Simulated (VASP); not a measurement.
# PbO2 (I-42m) in VASP: single point with PBE

Aim: the single point of PbO2 with PBE.

Everything below comes from runs of VASP 6.6.1. Logs are shortened: lines on timing, memory, paths and dates and some standing lists are left out, and cuts for length are marked.

### Step 1. The cell of the first run

The structure is tetragonal, space group I-42m (No. 121). The conventional cell has a = 5.916 Å, b = 5.916 Å, c = 8.446 Å, α = 90.00°, β = 90.00°, γ = 90.00°. Pb (site symmetry -42m) has 8 O at 2.17 to 2.96 Å within 3.0 Å. Pb (site symmetry -4) has 6 O at 2.11 to 2.25 Å within 2.8 Å. Within 2.9 Å of O (site symmetry m) lie 3 Pb at 2.17 to 2.25 Å and 3 O at 2.76 to 2.77 Å. O (site symmetry 222) has 2 Pb at 2.11 Å and 4 O at 2.77 Å within 2.8 Å.

### Step 2. Single point, PBE

INCAR

```
SYSTEM = PbO2
ALGO = Normal ; EDIFF = 1E-6
ENCUT = 600 ; GGA = PE
GGA_COMPAT = .False. ; ISIF = 2
ISMEAR = 0 ; LASPH = .True.
LCHARG = .False. ; LREAL = .False.
LWAVE = .False. ; NBANDS = 49
NELM = 120 ; PREC = Accurate
SIGMA = 0.1
```

KPOINTS

```
k-points
0
Gamma
  10 10 10
  0 0 0
```

POSCAR

```
PbO2
1.0
   -2.9579921957      2.9579921957      4.2231055932
    2.9579921957     -2.9579921957      4.2231055932
    2.9579921957      2.9579921957     -4.2231055932
Pb O
3 6
Direct
    0.0000000000      0.0000000000      0.0000000000
    0.2500000000      0.7500000000      0.5000000000
    0.7500000000      0.2500000000      0.5000000000
    0.6361884376      0.9663162539      0.0000000000
    0.3638115624      0.3638115624      0.3301278162
    0.5000000000      0.0000000000      0.5000000000
    0.9663162539      0.6361884376      0.0000000000
    0.0336837461      0.0336837461      0.6698721838
    0.0000000000      0.5000000000      0.5000000000
```

Potentials or basis: VASP PAW PBE potentials, release 64 (Pb_d, O).

Command:

```bash
$ cat potpaw_PBE.64/Pb_d/POTCAR potpaw_PBE.64/O/POTCAR > POTCAR
$ mpirun -np 1 vasp_std > vasp.out
```

OUTCAR:

```text
SYSTEM = PbO2
   EDIFF = 1E-6
   ENCUT = 600
   GGA = PE
   ISIF = 2
   ISMEAR = 0
   LASPH = .True.
   LREAL = .False.
   NELM = 120
   PREC = Accurate

 ion  position               nearest neighbor table
   1  0.000  0.000  0.000-   8 2.17   7 2.17   4 2.17   5 2.17   6 2.96   9 2.96   9 2.96   6 2.96
                             3 3.63   2 3.63   2 3.63   3 3.63   3 3.63   2 3.63   2 3.63   3 3.63
   2  0.250  0.750  0.500-   6 2.11   9 2.11   4 2.25   7 2.25   5 2.25   8 2.25   1 3.63   1 3.63
                             1 3.63   1 3.63
   3  0.750  0.250  0.500-   6 2.11   9 2.11   7 2.25   4 2.25   5 2.25   8 2.25   1 3.63   1 3.63
                             1 3.63   1 3.63
   4  0.636  0.966  0.000-   1 2.17   3 2.25   2 2.25
   5  0.364  0.364  0.330-   1 2.17   2 2.25   3 2.25
   6  0.500  0.000  0.500-   2 2.11   3 2.11   1 2.96   1 2.96
   7  0.966  0.636  0.000-   1 2.17   2 2.25   3 2.25
   8  0.034  0.034  0.670-   1 2.17   2 2.25   3 2.25
   9  0.000  0.500  0.500-   2 2.11   3 2.11   1 2.96   1 2.96

  LATTYP: Found a body centered tetragonal cell.
 ALAT       =     5.9159843914
 C/A-ratio  =     1.4276932844

  Lattice vectors:

 A1 = (  -2.9579921957,   2.9579921957,   4.2231055932)
 A2 = (   2.9579921957,  -2.9579921957,   4.2231055932)
 A3 = (   2.9579921957,   2.9579921957,  -4.2231055932)

Analysis of symmetry for initial positions (statically):
=====================================================================
 Subroutine PRICEL returns:
 Original cell was already a primitive cell.

 Routine SETGRP: Setting up the symmetry group for a
 body centered tetragonal supercell.

 Subroutine GETGRP returns: Found  8 space group operations
 (whereof  8 operations were pure point group operations)
 out of a pool of 16 trial point group operations.

The static configuration has the point symmetry D_2d.

Analysis of symmetry for dynamics (positions and initial velocities):
=====================================================================
 Subroutine PRICEL returns:
 Original cell was already a primitive cell.

 Routine SETGRP: Setting up the symmetry group for a
 body centered tetragonal supercell.

 Subroutine GETGRP returns: Found  8 space group operations
 (whereof  8 operations were pure point group operations)
 out of a pool of 16 trial point group operations.

The dynamic configuration has the point symmetry D_2d.

 Subroutine INISYM returns: Found  8 space group operations
 (whereof  8 operations are pure point group operations),
 and found     1 'primitive' translations

----------------------------------------------------------------------------------------

                                     Primitive cell

  volume of cell :     147.8039

  direct lattice vectors                    reciprocal lattice vectors
    -2.957992196  2.957992196  4.223105593     0.000000000  0.169033576  0.118396282
     2.957992196 -2.957992196  4.223105593     0.169033576  0.000000000  0.118396282
     2.957992196  2.957992196 -4.223105593     0.169033576  0.169033576  0.000000000

  length of vectors
     5.944245664  5.944245664  5.944245664     0.206373519  0.206373519  0.239049576

  position of ions in fractional coordinates (direct lattice)
     0.000000000  0.000000000  0.000000000
     0.250000000  0.750000000  0.500000000
     0.750000000  0.250000000  0.500000000
     0.636188438  0.966316254  0.000000000
     0.363811562  0.363811562  0.330127816
     0.500000000  0.000000000  0.500000000
     0.966316254  0.636188438  0.000000000
     0.033683746  0.033683746  0.669872184
     0.000000000  0.500000000  0.500000000

  ion indices of the primitive-cell ions
   primitive index   ion index
                 1           1
                 2           2
                 3           3
                 4           4
                 5           5
                 6           6
                 7           7
                 8           8
                 9           9

----------------------------------------------------------------------------------------

 KPOINTS: k-points

Automatic generation of k-mesh.
 Grid dimensions read from file:
 generate k-points for:   10   10   10

 Generating k-lattice:

  Cartesian coordinates                     Fractional coordinates (reciprocal lattice)
     0.000000000  0.016903358  0.011839628     0.100000000  0.000000000 -0.000000000
     0.016903358  0.000000000  0.011839628     0.000000000  0.100000000 -0.000000000
     0.016903358  0.016903358  0.000000000     0.000000000  0.000000000  0.100000000

  Length of vectors
     0.020637352  0.020637352  0.023904958

  Shift w.r.t. Gamma in fractional coordinates (k-lattice)
     0.000000000  0.000000000  0.000000000

 Subroutine IBZKPT returns following result:
 ===========================================

 Found    102 irreducible k-points:

 Following reciprocal coordinates:
            Coordinates               Weight
  0.000000  0.000000  0.000000      1.000000
  0.100000  0.000000 -0.000000      8.000000
  0.200000  0.000000 -0.000000      8.000000
  0.300000  0.000000 -0.000000      8.000000
  0.400000  0.000000 -0.000000      8.000000
  0.500000 -0.000000  0.000000      4.000000
[... 16 lines left out ...]
  0.300000  0.300000  0.000000      8.000000
  0.400000  0.300000 -0.000000     16.000000
 [... further k-points ...]
   k-points           NKPTS =    102   k-points in BZ     NKDIM =    102   number of bands    NBANDS=     49
   number of dos      NEDOS =    301   number of ions     NIONS =      9
   total plane-waves  NPLWV = 110592
   dimension x,y,z NGX =    48 NGY =   48 NGZ =   48
   dimension x,y,z NGXF=    96 NGYF=   96 NGZF=   96
   ions per type =               3   6
   NGX,Y,Z   is equivalent  to a cutoff of  13.42, 13.42, 13.42 a.u.
   NGXF,Y,Z  is equivalent  to a cutoff of  26.85, 26.85, 26.85 a.u.
 SYSTEM =  PbO2
   PREC   = accura    normal or accurate (medium, high low for compatibility)
   ISTART =      0    job   : 0-new  1-cont  2-samecut
   ICHARG =      2    charge: 1-file 2-atom 10-const
   ISPIN  =      1    spin polarized calculation?
   LNONCOLLINEAR =      F non collinear calculations
   LSORBIT =      F    spin-orbit coupling
   LASPH  =      T    aspherical Exc in radial PAW
   ENCUT  =  600.0 eV  44.10 Ry    6.64 a.u.  11.87 11.87 11.87*2*pi/ulx,y,z
   NELM   =    120;   NELMIN=  2; NELMDL= -5     # of ELM steps
   EDIFF  = 0.1E-05   stopping-criterion for ELM
   LREAL  =      F    real-space projection
   EDIFFG = 0.1E-04   stopping-criterion for IOM
   NSW    =      0    number of steps for IOM
   IBRION =     -1    ionic relax: 0-MD 1-quasi-New 2-CG
   NFREE  =      0    steps in history (QN), initial steepest desc. (CG)
   ISIF   =      2    stress and relaxation
   ISYM   =      2    0-nonsym 1-usesym 2-fastsym
   POTIM  = 0.5000    time-step for ionic-motion
   TEBEG  =    0.0;   TEEND  =   0.0 temperature during run
   PSTRESS=    0.0 pullay stress
   NELECT =      78.0000    total number of electrons
   NUPDOWN=      -1.0000    fix difference up-down
   EMIN   =  10.00;   EMAX   =-10.00  energy-range for DOS
   EFERMI =   0.00;   METHOD = LEGACY
   ISMEAR =     0;   SIGMA  =   0.10  broadening in eV -4-tet -1-fermi 0-gaus
   EFERMI_NEDOS =   21; number of points for ismear=-14 and -15
   IALGO  =     38    algorithm
   IMIX   =      4    mixing-type and parameters
     AMIX     =   0.40;   BMIX     =  1.00
     AMIX_MAG =   1.60;   BMIX_MAG =  1.00
  volume/ion in A,a.u.               =      16.42       110.83
  Fermi-wavevector in a.u.,A,eV,Ry     =   1.322953  2.500018 23.812975  1.750204
  Thomas-Fermi vector in A             =   2.452596
   LORBIT       =      0    0 simple, 1 ext, 2 COOP (PROOUT), +10 PAW based schemes
   GGA     = PE    functional components
   LHFCALC =     F    Hartree Fock is set to
   AEXX    =    0.0000 exact exchange contribution
   IVDW    =     0    specifies the selected vdW correction
   LEPSILON=     F    determine dielectric tensor
   LRPA    =     F    only Hartree local field effects (RPA)
 non-spin polarized calculation
 Gauss-broadening in eV      SIGMA  =   0.10
  energy-cutoff  :      600.00
  volume of cell :      147.80
 maximum number of plane-waves:      4961
   NGX = 23   NGY = 23   NGZ = 23

 number of electron      78.0000008 magnetization

 Free energy of the ion-electron system (eV)
  ---------------------------------------------------
  ext. energy  EPLUGINS =         0.00000000
  ---------------------------------------------------
  free energy    TOTEN  =       -45.47886693 eV

  energy without entropy =      -45.46804033  energy(sigma->0) =      -45.47345363

 E-fermi :   2.9789     XC(G=0):  -9.6709

 val. band max:        2.9742338866   @ k =   0.2000   0.0000  -0.0000
 cond. band min:       2.9816375281   @ k =  -0.1000   0.1000   0.1000
 fundamental gap:      0.0074036415
 Fermi energy:         2.9788702295

 k-point     1 :       0.0000    0.0000    0.0000
  band No.  band energies     occupation
      1     -15.2058      2.00000
      2     -14.9797      2.00000
      3     -14.9270      2.00000
      4     -14.6051      2.00000
      5     -14.6051      2.00000
      6     -13.5681      2.00000
[... 41 lines left out ...]
     48      11.3044      0.00000
     49      11.5270      0.00000

 k-point     2 :       0.1000    0.0000   -0.0000
  band No.  band energies     occupation
      1     -15.1891      2.00000
      2     -14.9712      2.00000
      3     -14.9055      2.00000
      4     -14.6193      2.00000
      5     -14.6101      2.00000
      6     -13.6388      2.00000
[... 41 lines left out ...]
     48      11.4953      0.00000
     49      11.6354      0.00000

 k-point     3 :       0.2000    0.0000   -0.0000
  band No.  band energies     occupation
      1     -15.1424      2.00000
      2     -14.9444      2.00000
      3     -14.8434      2.00000
      4     -14.6597      2.00000
      5     -14.6252      2.00000
      6     -13.8124      2.00000
[... 41 lines left out ...]
     48      11.7604      0.00000
     49      11.8620      0.00000

 k-point     4 :       0.3000    0.0000   -0.0000
  band No.  band energies     occupation
      1     -15.0750      2.00000
      2     -14.9015      2.00000
      3     -14.7457      2.00000
      4     -14.7179      2.00000
      5     -14.6500      2.00000
      6     -14.0236      2.00000
[... 977 lines left out ...]
     48      11.6857      0.00000
     49      12.0116      0.00000

 k-point    23 :       0.3000    0.3000    0.0000
  band No.  band energies     occupation
      1     -15.0561      2.00000
      2     -14.8910      2.00000
      3     -14.7726      2.00000
      4     -14.6073      2.00000
      5     -14.5274      2.00000
      6     -14.2210      2.00000
[... 41 lines left out ...]
     48      11.8898      0.00000
     49      12.4475      0.00000

 k-point    24 :       0.4000    0.3000   -0.0000
  band No.  band energies     occupation
      1     -15.0352      2.00000
      2     -14.9492      2.00000
      3     -14.7418      2.00000
      4     -14.7273      2.00000
      5     -14.5082      2.00000
      6     -13.9866      2.00000
[... 41 lines left out ...]
     48      12.0860      0.00000
     49      12.4667      0.00000

 [... further k-points ...]

------------------------ aborting loop because EDIFF is reached ----------------------------------------

  FORCE on cell =-STRESS in cart. coord.  units (eV):
  Direction    XX          YY          ZZ          XY          YZ          ZX
  --------------------------------------------------------------------------------------
  -------------------------------------------------------------------------------------
  Total       -0.0301417     -0.0301417      0.2261957      0.0000000      0.0000000      0.0000000
  in kB       -0.3267330     -0.3267330      2.4519349      0.0000000      0.0000000      0.0000000
  external PRESSURE =       0.5994896 kB  Pullay stress =       0.0000000 kB

 VOLUME and BASIS-vectors are now :
 -----------------------------------------------------------------------------
  energy-cutoff  :      600.00
  volume of cell :      147.80
      direct lattice vectors                 reciprocal lattice vectors
    -2.957992196  2.957992196  4.223105593     0.000000000  0.169033576  0.118396282
     2.957992196 -2.957992196  4.223105593     0.169033576  0.000000000  0.118396282
     2.957992196  2.957992196 -4.223105593     0.169033576  0.169033576  0.000000000

 POSITION                                       TOTAL-FORCE (eV/Angst)
 -----------------------------------------------------------------------------------
      0.00000      0.00000      0.00000        -0.000000      0.000000     -0.000000
      2.95799      0.00000      2.11155        -0.000000     -0.000000     -0.000000
      0.00000      2.95799      2.11155        -0.000000     -0.000000     -0.000000
      0.97652     -0.97652      6.76755         0.001654     -0.001654     -0.007235
      0.97652      0.97652      1.67866         0.001654      0.001654      0.007235
      0.00000      2.95799      0.00000        -0.000000      0.000000     -0.000000
     -0.97652      0.97652      6.76755        -0.001654      0.001654     -0.007235
      1.98148      1.98148     -2.54444        -0.001654     -0.001654      0.007235
      2.95799      0.00000      0.00000        -0.000000      0.000000     -0.000000
 -----------------------------------------------------------------------------------
    total drift:                                0.000000      0.000000     -0.000000

  FREE ENERGIE OF THE ION-ELECTRON SYSTEM (eV)
  ---------------------------------------------------
  free  energy   TOTEN  =       -45.4788669307 eV

  energy  without entropy=      -45.4680403275  energy(sigma->0) =      -45.47345363
```

It took 8.7 min on 1 thread of Intel Xeon 6975P-C (Granite Rapids), shared host; peak memory 0.77 GiB.

Results:

```
Free energy            : -45.4789 eV
Pressure               : 0.1 GPa
Largest force          : 0.008 eV/Å
Band gap on the k mesh : zero (bands 39 and 40 overlap by 0.09 eV)
```

Forces on the atoms (eV/Å):
```
Pb   0.000  0.000  0.000
Pb   0.000  0.000  0.000
Pb   0.000  0.000  0.000
O    0.002 -0.002 -0.007
O    0.002  0.002  0.007
O    0.000  0.000  0.000
O   -0.002  0.002 -0.007
O   -0.002 -0.002  0.007
O    0.000  0.000  0.000
```

Stress tensor (GPa, compression positive):
```
-0.03  0.00  0.00
 0.00 -0.03  0.00
 0.00  0.00  0.25
```

Levels at points of the mesh, in eV from the Fermi level:
```
           k point  band 37  band 38  band 39  band 40  band 41  band 42
(0.00, 0.00, 0.00)    -0.68    -0.36     0.04     0.04     1.96     4.80
(0.50, 0.00, 0.00)    -0.48    -0.28    -0.23     1.10     2.10     2.34
(0.50, 0.50, 0.00)    -0.57    -0.50    -0.24     1.27     1.57     3.78
(0.50, 0.50, 0.50)    -0.65    -0.31    -0.31     1.51     2.84     3.20
```

Caveat: semilocal functionals underestimate gaps, so a narrow gap can read as zero; spin-orbit coupling is left out, which moves the levels of the heavy elements.
